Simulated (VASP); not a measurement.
A run of VASP 6.6.1:

POSCAR

```
AlN
1.0
   -0.1637995170      2.1839935596      2.1839935596
    2.0201940426      0.0000000000      2.0201940426
    2.1839935596      2.1839935596     -0.1637995170
Al N
1 1
Direct
    0.0000000000      0.0000000000      0.0000000000
    0.7500000000      0.7500000000      0.7500000000
```

Contents of INCAR.step1:

```
ALGO = Normal
EDIFF = 1E-4
ENCUT = 520
GGA = PE
ISMEAR = 0
LASPH = True
LCHARG = False
LREAL = False
LWAVE = True
NBANDS = 11
NELM = 100
PREC = Accurate
SIGMA = 0.05
```

INCAR.step2

```
ALGO = Normal
EDIFF = 1E-6
ENCUT = 520
ISIF = 2
ISMEAR = 0
ISTART = 1
LASPH = True
LCHARG = True
LELF = True
LMIXTAU = True
LREAL = False
LVHAR = True
LWAVE = False
METAGGA = R2SCAN
NBANDS = 11
NELM = 100
PREC = Accurate
SIGMA = 0.05
```

Contents of KPOINTS:

```
k-points
0
Gamma
  10 10 10
```

Potentials or basis: VASP PAW PBE potentials, release 64 (Al, N).

The run is started by

```sh
$ cat potpaw_PBE.64/Al/POTCAR potpaw_PBE.64/N/POTCAR > POTCAR
$ cp INCAR.step1 INCAR
$ mpirun -np 1 vasp_std > vasp.out
$ cp INCAR.step2 INCAR
$ mpirun -np 1 vasp_std > vasp.out
```

Hardware: 1 thread of Intel Xeon 8259CL (shared host).

Problem. How long does it take, and how much memory?

Solution. It took 110 s on 1 thread of Intel Xeon 8259CL, on a shared host, peak memory 0.17 GiB. Counts: k points 171.
